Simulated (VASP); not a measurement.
# Gd (Fm-3m) in VASP: notebook, part 2 of 2

VASP 6.6.1. The steps go on from the part before.

## 3. Single point, PBE, collinear spin, ferromagnetic start

INCAR reads:

```
  PREC = Accurate
  ENCUT = 600
  EDIFF = 1E-6
  ISMEAR = -1
  SIGMA = 0.05
  LREAL = F
  LASPH = T
  NELM = 200
  ALGO = Normal
  ISIF = 2
  LWAVE = F
  LCHARG = F
  ISPIN = 2
  MAGMOM = 7
  LORBIT = 11
  LMAXMIX = 6
  GGA = PE
  NBANDS = 19
  GGA_COMPAT = F
```

KPOINTS reads:

```
Automatic mesh
0
Gamma
  13 13 13
```

POSCAR reads:

```
Gd
1.0
    0.0000000000      2.5638483786      2.5638483786
    2.5638483786      0.0000000000      2.5638483786
    2.5638483786      2.5638483786      0.0000000000
Gd
1
Direct
    0.0000000000      0.0000000000      0.0000000000
```

Potentials or basis: VASP PAW PBE potentials, release 64 (Gd).

Run with:

```console
> cat potpaw_PBE.64/Gd/POTCAR > POTCAR
> mpirun -np 1 vasp_std > vasp.out
```

OUTCAR:

```text
PREC = Accurate
   ENCUT = 600
   EDIFF = 1E-6
   ISMEAR = -1
   LREAL = F
   LASPH = T
   NELM = 200
   ISIF = 2
   ISPIN = 2
   LORBIT = 11
   GGA = PE

 ion  position               nearest neighbor table
   1  0.000  0.000  0.000-

  LATTYP: Found a face centered cubic cell.
 ALAT       =     5.1276967572

  Lattice vectors:

 A1 = (   0.0000000000,   2.5638483786,   2.5638483786)
 A2 = (   2.5638483786,   0.0000000000,   2.5638483786)
 A3 = (   2.5638483786,   2.5638483786,   0.0000000000)

Analysis of symmetry for initial positions (statically):
=====================================================================
 Subroutine PRICEL returns:
 Original cell was already a primitive cell.

 Routine SETGRP: Setting up the symmetry group for a
 face centered cubic supercell.

 Subroutine GETGRP returns: Found 48 space group operations
 (whereof 48 operations were pure point group operations)
 out of a pool of 48 trial point group operations.

The static configuration has the point symmetry O_h .

Analysis of symmetry for dynamics (positions and initial velocities):
=====================================================================
 Subroutine PRICEL returns:
 Original cell was already a primitive cell.

 Routine SETGRP: Setting up the symmetry group for a
 face centered cubic supercell.

 Subroutine GETGRP returns: Found 48 space group operations
 (whereof 48 operations were pure point group operations)
 out of a pool of 48 trial point group operations.

The dynamic configuration has the point symmetry O_h .

Analysis of structural, dynamic, and magnetic symmetry:
=====================================================================
 Subroutine PRICEL returns:
 Original cell was already a primitive cell.

 Routine SETGRP: Setting up the symmetry group for a
 face centered cubic supercell.

 Subroutine GETGRP returns: Found 48 space group operations
 (whereof 48 operations were pure point group operations)
 out of a pool of 48 trial point group operations.

The overall configuration has the point symmetry O_h .

 Subroutine INISYM returns: Found 48 space group operations
 (whereof 48 operations are pure point group operations),
 and found     1 'primitive' translations

----------------------------------------------------------------------------------------

                                     Primitive cell

  volume of cell :      33.7060

  direct lattice vectors                    reciprocal lattice vectors
     0.000000000  2.563848379  2.563848379    -0.195019333  0.195019333  0.195019333
     2.563848379  0.000000000  2.563848379     0.195019333 -0.195019333  0.195019333
     2.563848379  2.563848379  0.000000000     0.195019333  0.195019333 -0.195019333

  length of vectors
     3.625829149  3.625829149  3.625829149     0.337783393  0.337783393  0.337783393

  position of ions in fractional coordinates (direct lattice)
     0.000000000  0.000000000  0.000000000

  ion indices of the primitive-cell ions
   primitive index   ion index
                 1           1

----------------------------------------------------------------------------------------

 KPOINTS: Automatic mesh

Automatic generation of k-mesh.
[... 50 lines left out ...]
   total plane-waves  NPLWV =  27000
   dimension x,y,z NGX =    30 NGY =   30 NGZ =   30
   dimension x,y,z NGXF=    60 NGYF=   60 NGZF=   60
   ions per type =               1
   NGX,Y,Z   is equivalent  to a cutoff of  13.76, 13.76, 13.76 a.u.
   NGXF,Y,Z  is equivalent  to a cutoff of  27.51, 27.51, 27.51 a.u.
 SYSTEM =  unknown system
   PREC   = accura    normal or accurate (medium, high low for compatibility)
   ISTART =      0    job   : 0-new  1-cont  2-samecut
   ICHARG =      2    charge: 1-file 2-atom 10-const
   ISPIN  =      2    spin polarized calculation?
   LNONCOLLINEAR =      F non collinear calculations
   LSORBIT =      F    spin-orbit coupling
   LASPH  =      T    aspherical Exc in radial PAW
   ENCUT  =  600.0 eV  44.10 Ry    6.64 a.u.   7.24  7.24  7.24*2*pi/ulx,y,z
   NELM   =    200;   NELMIN=  2; NELMDL= -5     # of ELM steps
   EDIFF  = 0.1E-05   stopping-criterion for ELM
   LREAL  =      F    real-space projection
   EDIFFG = 0.1E-04   stopping-criterion for IOM
   NSW    =      0    number of steps for IOM
   IBRION =     -1    ionic relax: 0-MD 1-quasi-New 2-CG
   NFREE  =      0    steps in history (QN), initial steepest desc. (CG)
   ISIF   =      2    stress and relaxation
   ISYM   =      2    0-nonsym 1-usesym 2-fastsym
   POTIM  = 0.5000    time-step for ionic-motion
   TEBEG  =    0.0;   TEEND  =   0.0 temperature during run
   PSTRESS=    0.0 pullay stress
   NELECT =      18.0000    total number of electrons
   NUPDOWN=      -1.0000    fix difference up-down
   EMIN   =  10.00;   EMAX   =-10.00  energy-range for DOS
   EFERMI =   0.00;   METHOD = LEGACY
   ISMEAR =    -1;   SIGMA  =   0.05  broadening in eV -4-tet -1-fermi 0-gaus
   EFERMI_NEDOS =   21; number of points for ismear=-14 and -15
   IALGO  =     38    algorithm
   IMIX   =      4    mixing-type and parameters
     AMIX     =   0.40;   BMIX     =  1.00
     AMIX_MAG =   1.60;   BMIX_MAG =  1.00
  volume/ion in A,a.u.               =      33.71       227.46
  Fermi-wavevector in a.u.,A,eV,Ry     =   1.328200  2.509933 24.002229  1.764114
  Thomas-Fermi vector in A             =   2.457455
   LORBIT       =     11    0 simple, 1 ext, 2 COOP (PROOUT), +10 PAW based schemes
   GGA     = PE    functional components
   LHFCALC =     F    Hartree Fock is set to
   AEXX    =    0.0000 exact exchange contribution
   IVDW    =     0    specifies the selected vdW correction
   LEPSILON=     F    determine dielectric tensor
   LRPA    =     F    only Hartree local field effects (RPA)
 spin polarized calculation
  energy-cutoff  :      600.00
  volume of cell :       33.71
 maximum number of plane-waves:      1143
 NGX is ok and might be reduce to    30
   NGX = 15   NGY = 15   NGZ = 15

 number of electron      18.0000002 magnetization       7.4641192

 Free energy of the ion-electron system (eV)
  ---------------------------------------------------
  ext. energy  EPLUGINS =         0.00000000
  ---------------------------------------------------
  free energy    TOTEN  =       -11.66826472 eV

  energy without entropy =      -11.64738831  energy(sigma->0) =      -11.65782652

 E-fermi :   2.9475     XC(G=0):  -9.8981

 val. band max:        2.9461563647   @ k =  -0.4615   0.3077   0.0000
 cond. band min:       2.9529719004   @ k =   0.3846   0.1538   0.0769
 fundamental gap:      0.0068155357
 Fermi energy:         2.9474829078

 spin component 1

 k-point     1 :       0.0000    0.0000    0.0000
  band No.  band energies     occupation
      1     -42.3794      1.00000
      2     -19.4229      1.00000
      3     -19.4229      1.00000
      4     -19.4229      1.00000
      5      -2.1169      1.00000
      6      -1.9963      1.00000
[... 517 lines left out ...]
     18      10.7093      0.00000
     19      13.1188      0.00000

 [... further k-points ...]

 spin component 2

 k-point     1 :       0.0000    0.0000    0.0000
  band No.  band energies     occupation
      1     -39.1749      1.00000
      2     -17.0736      1.00000
      3     -17.0736      1.00000
      4     -17.0736      1.00000
      5      -1.3474      1.00000
      6       3.2105      0.00517
[... 517 lines left out ...]
     18      11.9572      0.00000
     19      14.0401      0.00000

 [... further k-points ...]

------------------------ aborting loop because EDIFF is reached ----------------------------------------

  FORCE on cell =-STRESS in cart. coord.  units (eV):
  Direction    XX          YY          ZZ          XY          YZ          ZX
  --------------------------------------------------------------------------------------
  -------------------------------------------------------------------------------------
  Total       -0.1516440     -0.1516440     -0.1516440      0.0000000      0.0000000      0.0000000
  in kB       -7.2082331     -7.2082331     -7.2082331      0.0000000      0.0000000      0.0000000
  external PRESSURE =      -7.2082331 kB  Pullay stress =       0.0000000 kB

 VOLUME and BASIS-vectors are now :
 -----------------------------------------------------------------------------
  energy-cutoff  :      600.00
  volume of cell :       33.71
      direct lattice vectors                 reciprocal lattice vectors
     0.000000000  2.563848379  2.563848379    -0.195019333  0.195019333  0.195019333
     2.563848379  0.000000000  2.563848379     0.195019333 -0.195019333  0.195019333
     2.563848379  2.563848379  0.000000000     0.195019333  0.195019333 -0.195019333

 POSITION                                       TOTAL-FORCE (eV/Angst)
 -----------------------------------------------------------------------------------
      0.00000      0.00000      0.00000         0.000000      0.000000     -0.000000
 -----------------------------------------------------------------------------------
    total drift:                               -0.000000     -0.000000     -0.000000

  FREE ENERGIE OF THE ION-ELECTRON SYSTEM (eV)
  ---------------------------------------------------
  free  energy   TOTEN  =       -11.6682647187 eV

  energy  without entropy=      -11.6473883144  energy(sigma->0) =      -11.65782652

 total charge

# of ion       s       p       d       f       tot
--------------------------------------------------
    1        2.073   5.561   0.571   6.992  15.196

 magnetization (x)

# of ion       s       p       d       f       tot
--------------------------------------------------
    1        0.002  -0.059   0.178   6.810   6.930
```

OSZICAR:

```text
N       E                     dE             d eps       ncg     rms          rms(c)
DAV:   1     0.106528400558E+03    0.10653E+03   -0.69960E+03  8048   0.533E+03
DAV:   2     0.801652269959E+01   -0.98512E+02   -0.85479E+02  8013   0.334E+02
[... 20 lines left out ...]
DAV:  23    -0.116682675321E+02   -0.71877E-05   -0.17283E-05 11121   0.816E-02    0.151E-01
DAV:  24    -0.116682647324E+02    0.27997E-05   -0.77406E-06 10109   0.460E-02    0.343E-02
DAV:  25    -0.116682649153E+02   -0.18292E-06   -0.11658E-05  7791   0.772E-02    0.106E-01
DAV:  26    -0.116682666166E+02   -0.17013E-05   -0.18094E-06  6129   0.283E-02    0.408E-02
DAV:  27    -0.116682647298E+02    0.18868E-05   -0.74538E-06  8066   0.683E-02    0.265E-02
DAV:  28    -0.116682647187E+02    0.11119E-07   -0.17679E-07  4215   0.855E-03
   1 F= -.11668265E+02 E0= -.11657827E+02  d E =-.208764E-01  mag=     7.4642
```

stdout:

```text
POSCAR found type information on POSCAR Gd
 POSCAR found :  1 types and       1 ions
 scaLAPACK will be used
 LDA part: xc-table for (Slater+PW92), standard interpolation
 POSCAR, INCAR and KPOINTS ok, starting setup
 FFT: planning ... GRIDC
 FFT: planning ... GRID_SOFT
 FFT: planning ... GRID
 WAVECAR not read
 entering main loop
```

Run time: 5.4 min. Hardware: 1 thread of AMD EPYC 9755, shared host; peak memory 0.24 GiB.

Results:

```yaml
Free_energy: -11.6683 eV
Pressure: -0.7 GPa
Net_moment: 7.46 μB per cell
Site_moments: Gd +6.93 μB
Valence_electrons_inside_the_program's_atomic_spheres: Gd 15.20
```

Levels at points of the mesh, in eV from the Fermi level:
Spin up:
```
           k point  band 11  band 12  band 13  band 14  band 15  band 16
(0.00, 0.00, 0.00)    -4.78    -4.78     1.32     1.32     1.32     3.53
```
Spin down:
```csv
k point,band 1,band 2,band 3,band 4,band 5,band 6,band 7,band 8,band 9,band 10
"(0.00, 0.00, 0.00)",-42.12,-20.02,-20.02,-20.02,-4.29,0.26,0.45,0.45,0.45,0.70
```

Caveat: spin-orbit coupling is left out, which moves the levels of the heavy elements; semilocal functionals describe open f shells poorly, which spoils levels, moments and volumes. The state reached can hang on the start; a lower one may exist.

## 4. Relaxation of cell and atoms, PBE, collinear spin, ferromagnetic start, target pressure -0.67 GPa, at which the enthalpy is minimised

INCAR reads:

```
SYSTEM = Gd
PREC = Accurate ; ENCUT = 600
EDIFF = 1E-7 ; ISMEAR = -1
SIGMA = 0.05 ; LREAL = .False.
LASPH = .True. ; NELM = 200
ALGO = Normal ; ISIF = 3
LWAVE = .False. ; LCHARG = .False.
ISPIN = 2 ; MAGMOM = 7
LORBIT = 11 ; LMAXMIX = 6
GGA = PE ; IBRION = 2
NSW = 60 ; EDIFFG = -0.005
PSTRESS = -6.7 ; GGA_COMPAT = .False.
NELMIN = 4
```

KPOINTS reads:

```
regular mesh
0
Gamma
  13 13 13
  0 0 0
```

POSCAR is that of step 3.

Run with:

```console
> cat potpaw_PBE.64/Gd/POTCAR > POTCAR
> mpirun -np 1 vasp_std > vasp.out
```

Wall time 25 min (1 thread of AMD EPYC 9755, shared host); peak memory 0.24 GiB.

It converged, with:

- Free energy: -11.6686 eV
- Relaxed volume: 33.64 Å³/atom
- Relaxed cell: a = 3.623 Å, b = 3.623 Å, c = 3.623 Å, α = 60.00°, β = 60.00°, γ = 60.00°
- Space group after relaxing (to 0.1 Å): Fm-3m (No. 225)
- Energy change on relaxing (the run minimises the enthalpy): -0.3 meV/atom
- Ionic steps: 11
- Pressure after relaxing: -0.7 GPa
- Net moment: 7.46 μB per cell
- Site moments: Gd +6.93 μB
- Valence electrons inside the program's atomic spheres: Gd 15.20

The path:
```
step  energy change (eV)  largest force (eV/Å)  pressure (GPa)  volume (Å³)
   1              0.0000                0.0000           -0.70        33.71
   2             -0.0001                0.0000           -1.06        33.68
   3             -0.0004                0.0000           -0.81        33.60
   4             -0.0010                0.0000           -0.48        33.44
   5             -0.0007                0.0000           -0.53        33.53
   6             -0.0006                0.0000           -0.53        33.56
   7             -0.0005                0.0000           -0.37        33.58
   8             -0.0005                0.0000           -0.59        33.59
   9             -0.0005                0.0000           -0.56        33.59
  10             -0.0004                0.0000           -0.47        33.61
  11             -0.0003                0.0000           -0.67        33.64
```

Final structure:
```yaml
crystal:
  lattice:
    - [0.00000, 2.56210, 2.56210]
    - [2.56210, 0.00000, 2.56210]
    - [2.56210, 2.56210, 0.00000]
  atoms:
    - { symbol: Gd, position: [0.00000, 0.00000, 0.00000] }
```

Levels at points of the mesh, in eV from the Fermi level:
Spin up:
| k point | band 10 | band 11 | band 12 | band 13 | band 14 | band 15 | band 16 | band 17 |
| --- | --- | --- | --- | --- | --- | --- | --- | --- |
| (0.00, 0.00, 0.00) | -4.78 | -4.78 | -4.78 | 1.32 | 1.32 | 1.32 | 3.53 | 3.53 |
Spin down:
```csv
k point,band 2,band 3,band 4,band 5,band 6,band 7,band 8,band 9
"(0.00, 0.00, 0.00)",-20.02,-20.02,-20.02,-4.30,0.26,0.45,0.45,0.45
```

Caveat: the cell is relaxed towards a set pressure, so the run minimises the enthalpy, not the energy; spin-orbit coupling is left out, which moves the levels of the heavy elements; semilocal functionals describe open f shells poorly, which spoils levels, moments and volumes.
